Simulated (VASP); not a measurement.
# C (C2/m) in VASP: further runs

Runs on C. Level: PBEsol. Tasks: relaxation of cell and atoms.

All numbers are computed with VASP 6.6.1; they aren't measurements. Logs are shortened: lines on timing, memory, paths and dates and some standing lists are left out, and cuts for length are marked.

## (1) The cell of the first run

Symmetry: C2/m, No. 12, monoclinic system. The conventional cell has a = 4.255 Å, b = 2.457 Å, c = 3.765 Å, α = 90.00°, β = 111.49°, γ = 90.00°. C (site symmetry m) has 3 C at 1.42 Å within 1.9 Å.

## (2) Relaxation of cell and atoms, PBEsol, target pressure 2 GPa, at which the enthalpy is minimised

The input, INCAR:

```
SYSTEM = C
PREC = Accurate
ENCUT = 600
EDIFF = 1E-6
ISMEAR = -1
SIGMA = 0.05
LREAL = .FALSE.
LASPH = .TRUE.
NELM = 80
ALGO = Normal
ISIF = 3
LWAVE = .FALSE.
LCHARG = .FALSE.
GGA = PS
IBRION = 2
NSW = 60
EDIFFG = -0.01
PSTRESS = 20.0
```

The input, KPOINTS:

```
regular mesh
0
G
  13 13 8
  0 0 0
```

The input, POSCAR:

```
C
1.0
    2.1273203072     -1.2282824400      0.0000000000
    2.1273203072      1.2282824400      0.0000000000
   -1.3790696309      0.0000000000      3.5028300786
C
2
Direct
    0.1666444700      0.1666444700      0.9999069600
    0.8333555300      0.8333555300      0.0000930400
```

Potentials or basis: VASP PAW PBE potentials, release 64 (C).

The run is started by

```console
cat potpaw_PBE.64/C/POTCAR > POTCAR
mpirun -np 1 vasp_std > vasp.out
```

OUTCAR:

```text
SYSTEM = C
   PREC = Accurate
   ENCUT = 600
   EDIFF = 1E-6
   ISMEAR = -1
   LREAL = .FALSE.
   LASPH = .TRUE.
   NELM = 80
   ISIF = 3
   GGA = PS
   IBRION = 2
   NSW = 60
   EDIFFG = -0.01
   PSTRESS = 20.0

 ion  position               nearest neighbor table
   1  0.167  0.167  1.000-   2 1.42   2 1.42   2 1.42
   2  0.833  0.833  0.000-   1 1.42   1 1.42   1 1.42

  LATTYP: Found a base centered monoclinic cell.
 ALAT       =     4.2546406144
 B/A-ratio  =     0.5773848141
 C/A-ratio  =     0.8848045598
 COS(beta)  =    -0.3663329314

  Lattice vectors:

 A1 = (   2.1273203072,  -1.2282824400,   0.0000000000)
 A2 = (   2.1273203072,   1.2282824400,   0.0000000000)
 A3 = (  -1.3790696309,   0.0000000000,   3.5028300786)

Analysis of symmetry for initial positions (statically):
=====================================================================
 Subroutine PRICEL returns:
 Original cell was already a primitive cell.

 Routine SETGRP: Setting up the symmetry group for a
 base centered monoclinic supercell.

 Subroutine GETGRP returns: Found  4 space group operations
 (whereof  4 operations were pure point group operations)
 out of a pool of  4 trial point group operations.

The static configuration has the point symmetry C_2h.

Analysis of symmetry for dynamics (positions and initial velocities):
=====================================================================
 Subroutine PRICEL returns:
 Original cell was already a primitive cell.

 Routine SETGRP: Setting up the symmetry group for a
 base centered monoclinic supercell.

 Subroutine GETGRP returns: Found  4 space group operations
 (whereof  4 operations were pure point group operations)
 out of a pool of  4 trial point group operations.

The dynamic configuration has the point symmetry C_2h.

 Subroutine INISYM returns: Found  4 space group operations
 (whereof  4 operations are pure point group operations),
 and found     1 'primitive' translations

----------------------------------------------------------------------------------------

                                     Primitive cell

  volume of cell :      18.3054

[... 101 lines left out ...]
   EMIN   =  10.00;   EMAX   =-10.00  energy-range for DOS
   EFERMI =   0.00;   METHOD = LEGACY
   ISMEAR =    -1;   SIGMA  =   0.05  broadening in eV -4-tet -1-fermi 0-gaus
   EFERMI_NEDOS =   21; number of points for ismear=-14 and -15
   IALGO  =     38    algorithm
   IMIX   =      4    mixing-type and parameters
     AMIX     =   0.40;   BMIX     =  1.00
     AMIX_MAG =   1.60;   BMIX_MAG =  1.00
  volume/ion in A,a.u.               =       9.15        61.77
  Fermi-wavevector in a.u.,A,eV,Ry     =   1.242352  2.347705 20.999765  1.543439
  Thomas-Fermi vector in A             =   2.376710
   LORBIT       =      0    0 simple, 1 ext, 2 COOP (PROOUT), +10 PAW based schemes
   GGA     = PS    functional components
   LHFCALC =     F    Hartree Fock is set to
   AEXX    =    0.0000 exact exchange contribution
   IVDW    =     0    specifies the selected vdW correction
   LEPSILON=     F    determine dielectric tensor
   LRPA    =     F    only Hartree local field effects (RPA)
 conjugate gradient relaxation of ions
 non-spin polarized calculation
  energy-cutoff  :      600.00
  volume of cell :       18.31
 maximum number of plane-waves:       625
   NGX =  9   NGY =  9   NGZ = 15

--------------------------------------- Ionic step        1  -------------------------------------------

 number of electron       8.0000000 magnetization

 Free energy of the ion-electron system (eV)
  ---------------------------------------------------
  ext. energy  EPLUGINS =         0.00000000
  ---------------------------------------------------
  free energy    TOTEN  =       -19.29461489 eV

  energy without entropy =      -19.29461364  energy(sigma->0) =      -19.29461427

------------------------ aborting loop because EDIFF is reached ----------------------------------------

  FORCE on cell =-STRESS in cart. coord.  units (eV):
  Direction    XX          YY          ZZ          XY          YZ          ZX
  --------------------------------------------------------------------------------------
  -------------------------------------------------------------------------------------
  Total        0.1874690      0.1793018      0.0300141      0.0000000      0.0000000     -0.0035324
  in kB       16.4081629     15.6933267      2.6269729      0.0000000      0.0000000     -0.3091704
  external PRESSURE =      -8.4238459 kB  Pullay stress =      20.0000000 kB
[... 97 lines left out ...]
  energy  without entropy=      -19.2927042662  energy(sigma->0) =      -19.29270504

  enthalpy is  TOTEN    =       -19.0675068102 eV   P V=        0.2251989947

[... ionic steps 4 to 16 ...]

--------------------------------------- Ionic step       17  -------------------------------------------

 number of electron       8.0000000 magnetization

------------------------ aborting loop because EDIFF is reached ----------------------------------------
[... 71 lines left out ...]
--------------------------------------- Ionic step       19  -------------------------------------------

 number of electron       8.0000000 magnetization

 Free energy of the ion-electron system (eV)
  ---------------------------------------------------
  ext. energy  EPLUGINS =         0.00000000
  ---------------------------------------------------
  free energy    TOTEN  =       -19.28765205 eV

  energy without entropy =      -19.28764074  energy(sigma->0) =      -19.28764640

 E-fermi :   4.9495     XC(G=0): -10.7217

 val. band max:        4.6509317907   @ k =  -0.3077   0.3077   0.0000
 cond. band min:       5.2915942828   @ k =  -0.3077   0.3077   0.0000
 fundamental gap:      0.6406624921
 Fermi energy:         4.9494684110

 k-point     1 :       0.0000    0.0000    0.0000
  band No.  band energies     occupation
      1     -14.8725      2.00000
      2      -1.6495      2.00000
      3       1.9093      2.00000
      4       1.9121      2.00000
      5       9.0502      0.00000
      6      13.2948      0.00000
      7      13.2972      0.00000
      8      16.3624      0.00000
[... 243 lines left out ...]
 k-point    24 :       0.4615    0.1538    0.0000
  band No.  band energies     occupation
      1     -10.8945      2.00000
      2      -5.8741      2.00000
      3      -2.7519      2.00000
      4       1.8097      2.00000
      5       8.3890      0.00000
      6      14.7889      0.00000
      7      15.2691      0.00000
      8      18.3881      0.00000

 [... further k-points ...]
[... 5 lines left out ...]
  --------------------------------------------------------------------------------------
  -------------------------------------------------------------------------------------
  Total        0.2078508      0.2103236      0.2083277      0.0000000      0.0000000     -0.0054480
  in kB       19.4244721     19.6555651     19.4690391      0.0000000      0.0000000     -0.5091405
  external PRESSURE =      -0.4836412 kB  Pullay stress =      20.0000000 kB
[... 21 lines left out ...]
  energy  without entropy=      -19.2876407433  energy(sigma->0) =      -19.28764640

  enthalpy is  TOTEN    =       -19.0736428604 eV   P V=        0.2140091929

 reached required accuracy - stopping structural energy minimisation
```

CONTCAR:

```text
C
   1.00000000000000
     2.1266373706607906   -1.2277637404134394   -0.0026755772921910
     2.1266373706607906    1.2277637404134394   -0.0026755772921910
    -1.3830173218303343    0.0000000000000000    3.2847694382409935
  C
     2
Direct
     0.1666321913096888    0.1666321913096888    0.9998775730573528
     0.8333678086903112    0.8333678086903112    0.0001224269426471

  0.00000000E+00  0.00000000E+00  0.00000000E+00
  0.00000000E+00  0.00000000E+00  0.00000000E+00
```

It took 12 min on 1 thread of Intel Xeon 8259CL, shared host; peak memory 0.17 GiB.

What came out:

```
Free energy                                                : -19.2877 eV
Relaxed volume                                             : 8.57 Å³/atom
Relaxed cell                                               : a = 2.456 Å, b = 2.456 Å, c = 3.564 Å, α = 109.70°, β = 109.70°, γ = 60.00°
Space group after relaxing (to 0.1 Å)                      : R-3m (No. 166)
Energy change on relaxing (the run minimises the enthalpy) : +3.5 meV/atom
Ionic steps                                                : 19
Pressure after relaxing                                    : 2.0 GPa
Largest force after relaxing                               : 0.005 eV/Å
```

Forces on the atoms (eV/Å):
```
C   -0.003  0.000 -0.004
C    0.003  0.000  0.004
```

Step by step:
```
step  energy change (eV)  largest force (eV/Å)  pressure (GPa)  volume (Å³)
   1              0.0000                0.0046            1.16        18.31
   2              0.0007                0.0079            2.08        18.18
   3              0.0019                0.0205            3.09        18.04
   4              0.0057                0.0462            5.18        17.77
   5              0.0028                0.0279            3.70        17.96
   6              0.0028                0.0272            3.68        17.95
   7              0.0029                0.0253            3.67        17.90
   8              0.0030                0.0236            3.49        17.81
   9              0.0036                0.0284            3.31        17.63
  10              0.0060                0.0548            2.92        17.27
  11              0.0179                0.1205            2.34        16.54
  12              0.0075                0.0670            2.76        17.12
  13              0.0082                0.0715            2.80        17.07
  14              0.0078                0.0691            2.70        17.09
  15              0.0071                0.0498            2.05        17.14
  16              0.0071                0.0497            2.06        17.14
  17              0.0069                0.0138            1.87        17.15
  18              0.0069                0.0129            1.89        17.15
  19              0.0070                0.0051            1.95        17.14
```

Final structure:
```yaml
crystal:
  lattice:
    - [2.12664, -1.22776, -0.00268]
    - [2.12664, 1.22776, -0.00268]
    - [-1.38302, 0.00000, 3.28477]
  atoms:
    - { symbol: C, position: [0.16663, 0.16663, 0.99988] }
    - { symbol: C, position: [0.83337, 0.83337, 0.00012] }
```

Caveat: the cell is relaxed towards a set pressure, so the run minimises the enthalpy, not the energy; this functional lacks dispersion, which binds layers or chains, so the pressure and a relaxed spacing across them are unreliable; the PAW data sets were made with another functional, which shifts forces and pressure a little.

## (3) Relaxation of cell and atoms, PBEsol, target pressure 5 GPa, at which the enthalpy is minimised

The input, INCAR:

```
PREC = Accurate ; ENCUT = 600
EDIFF = 1E-7 ; ISMEAR = -1
SIGMA = 0.05 ; LREAL = False
LASPH = True ; NELM = 60
ALGO = Normal ; ISIF = 3
LWAVE = False ; LCHARG = False
GGA = PS ; IBRION = 2
NSW = 60 ; EDIFFG = -0.01
PSTRESS = 50.0
```

The input, KPOINTS:

```
Automatic mesh
0
Gamma
  13 13 8
```

POSCAR is that of step 2.

Potentials or basis: VASP PAW PBE potentials, release 64 (C).

The run is started by

```console
cat potpaw_PBE.64/C/POTCAR > POTCAR
mpirun -np 1 vasp_std > vasp.out
```

It took 12 min on 1 thread of Intel Xeon 8259CL, shared host; peak memory 0.17 GiB.

The run converged. Its results:

- Free energy: -19.2675 eV
- Relaxed volume: 8.08 Å³/atom
- Relaxed cell: a = 2.450 Å, b = 2.450 Å, c = 3.403 Å, α = 110.59°, β = 110.59°, γ = 60.00°
- Space group after relaxing (to 0.1 Å): R-3m (No. 166)
- Energy change on relaxing (the run minimises the enthalpy): +13.6 meV/atom
- Ionic steps: 14
- Pressure after relaxing: 5.0 GPa

Stress tensor (GPa, compression positive):
```
 5.05  0.00 -0.09
 0.00  4.99  0.00
-0.09  0.00  4.93
```

The path:
```
step  energy change (eV)  largest force (eV/Å)  pressure (GPa)  volume (Å³)
   1              0.0000                0.0045            1.15        18.31
   2              0.0163                0.0080            9.23        17.73
   3              0.0062                0.0031            5.64        17.98
   4              0.0065                0.0048            5.62        17.75
   5              0.0105                0.0246            5.69        17.08
   6              0.0436                0.0853            6.66        15.72
   7              0.0263                0.0575            6.13        16.21
   8              0.0291                0.0623            6.22        16.11
   9              0.0250                0.2363            0.99        16.34
  10              0.0271                0.0420            4.95        16.17
  11              0.0270                0.1400            4.69        16.17
  12              0.0270                0.0190            4.88        16.17
  13              0.0273                0.0256            5.12        16.16
  14              0.0271                0.0018            4.99        16.16
```

Final structure:
```cif
data_structure
_symmetry_space_group_name_H-M 'P 1'
_symmetry_Int_Tables_number 1
_cell_length_a 2.4499
_cell_length_b 2.4499
_cell_length_c 3.4028
_cell_angle_alpha 110.594
_cell_angle_beta 110.594
_cell_angle_gamma 59.999
_cell_volume 16.16
loop_
_atom_site_label
_atom_site_type_symbol
_atom_site_fract_x
_atom_site_fract_y
_atom_site_fract_z
_atom_site_occupancy
C1 C 0.16654 0.16654 0.99961 1
C2 C 0.83346 0.83346 0.00039 1
```

Caveat: the cell is relaxed towards a set pressure, so the run minimises the enthalpy, not the energy; this functional lacks dispersion, which binds layers or chains, so the pressure and a relaxed spacing across them are unreliable; the PAW data sets were made with another functional, which shifts forces and pressure a little.

## (4) Relaxation of cell and atoms, PBEsol, target pressure 10 GPa, at which the enthalpy is minimised

The input, INCAR:

```
SYSTEM = C
PREC = Accurate ; ENCUT = 600
EDIFF = 1E-6 ; ISMEAR = -1
SIGMA = 0.05 ; LREAL = .False.
LASPH = .True. ; NELM = 100
ALGO = Normal ; ISIF = 3
LWAVE = .False. ; LCHARG = .False.
GGA = PS ; IBRION = 2
NSW = 60 ; EDIFFG = -0.01
PSTRESS = 100.0
```

The input, KPOINTS:

```
Automatic mesh
0
Gamma
  13 13 8
  0 0 0
```

POSCAR is that of step 3.

The run is started by

```console
cat potpaw_PBE.64/C/POTCAR > POTCAR
mpirun -np 1 vasp_std > vasp.out
```

Wall time 8.5 min (1 thread of Intel Xeon 8259CL, shared host); peak memory 0.17 GiB.

It converged, with:

* Free energy: -19.2247 eV
* Relaxed volume: 7.61 Å³/atom
* Relaxed cell: a = 2.442 Å, b = 2.442 Å, c = 3.253 Å, α = 111.56°, β = 111.56°, γ = 59.99°
* Space group after relaxing (to 0.1 Å): R-3m (No. 166)
* Energy change on relaxing (the run minimises the enthalpy): +35.0 meV/atom
* Ionic steps: 12
* Pressure after relaxing: 10.0 GPa
* Largest force after relaxing: 0.007 eV/Å

Forces in eV/Å, atoms in the order of the input:
```
C    0.003  0.000  0.006
C   -0.003  0.000 -0.006
```

Stress tensor (GPa, compression positive):
```
10.01  0.00 -0.15
 0.00 10.03  0.00
-0.15  0.00  9.85
```

Step by step:
```
step  energy change (eV)  largest force (eV/Å)  pressure (GPa)  volume (Å³)
   1              0.0000                0.0046            1.16        18.31
   2              0.0884                0.0084           22.83        17.00
   3              0.0207                0.0021           10.46        17.69
   4              0.0218                0.0097           10.46        17.06
   5              0.0746                0.0899           12.00        15.15
   6              0.0599                0.1819            2.19        15.52
   7              0.0688                0.0501            9.75        15.23
   8              0.0697                0.1215           10.00        15.22
   9              0.0691                0.0342            9.85        15.23
  10              0.0706                0.1197           10.23        15.20
  11              0.0694                0.0074            9.95        15.22
  12              0.0699                0.0067            9.97        15.21
```

Final structure:
```yaml
crystal:
  lattice:
    - [2.11489, -1.22080, -0.00311]
    - [2.11489, 1.22080, -0.00311]
    - [-1.37567, 0.00000, 2.94787]
  atoms:
    - { symbol: C, position: [0.16635, 0.16635, 0.99905] }
    - { symbol: C, position: [0.83365, 0.83365, 0.00095] }
```

Caveat: the cell is relaxed towards a set pressure, so the run minimises the enthalpy, not the energy; the volume moved by over 15 % at a fixed basis, so the end points are rough; this functional lacks dispersion, which binds layers or chains, so the pressure and a relaxed spacing across them are unreliable; the PAW data sets were made with another functional, which shifts forces and pressure a little.

## (5) Overview

```tsv
cell	pressure (GPa)	largest force (eV/Å)
relaxed to 2 GPa	2.0	0.01
relaxed to 5 GPa	5.0	-
relaxed to 10 GPa	10.0	0.01
```

Alike in all rows: task relaxation of cell and atoms; level PBEsol; potentials or basis VASP PAW PBE potentials, release 64 (C); no spin polarisation; k mesh 13 × 13 × 8; cutoff (eV) 600; smearing fermi-dirac 0.05 eV.

Caveats: the cell is relaxed towards a set pressure, so the run minimises the enthalpy, not the energy; this functional lacks dispersion, which binds layers or chains, so the pressure and a relaxed spacing across them are unreliable; the PAW data sets were made with another functional, which shifts forces and pressure a little; the volume moved by over 15 % at a fixed basis, so the end points are rough (at least some runs).

Total energies depend on the potentials used, so only differences within one code and one set of settings carry meaning.
